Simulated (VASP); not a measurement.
# Ti: single point with r2SCAN

The system is Ti.

```
Ti
1.0
    -1.62775    1.62775    1.62775
     1.62775   -1.62775    1.62775
     1.62775    1.62775   -1.62775
Ti
1
Direct
  0.00000 0.00000 0.00000
```

- Program: VASP 6.6.1
- Task: single point
- Functional: r2SCAN
- Potentials or basis: VASP PAW PBE potentials, release 64 (Ti_sv)
- Cutoff: 520 eV
- k mesh: 18 × 18 × 18
- Occupations: gaussian, width 0.1 eV
- Spin: no spin polarisation
- Dipole correction: no
- Further INCAR settings: ALGO = Normal; EDIFF = 1e-07; NBANDS = 12

* Pressure: 0.0 GPa
* Band gap on the k mesh: zero (band 6 reaches 9.34 eV, above the bottom of band 7 at 7.50 eV)

Levels at points of the mesh, in eV from the Fermi level:
```
           k point  band 2  band 3  band 4  band 5  band 6  band 7  band 8  band 9  band 10  band 11
(0.00, 0.00, 0.00)  -33.69  -33.69  -33.69   -6.36    1.15    1.15    1.15    2.94     2.94    18.13
(0.50, 0.00, 0.00)  -34.40  -33.91  -33.70   -2.60   -0.34    0.98    2.95    3.31     4.52     9.25
(0.50, 0.50, 0.50)  -34.17  -34.17  -34.17   -2.29   -2.29    4.16    4.16    4.16     8.81     8.81
```

Wall time 75 s on 1 thread of Intel(R) Xeon(R) 6975P-C (Granite Rapids), on a shared host, peak memory 0.17 GiB.

Caveat: the PAW data sets were made with another functional, which shifts forces and pressure a little.
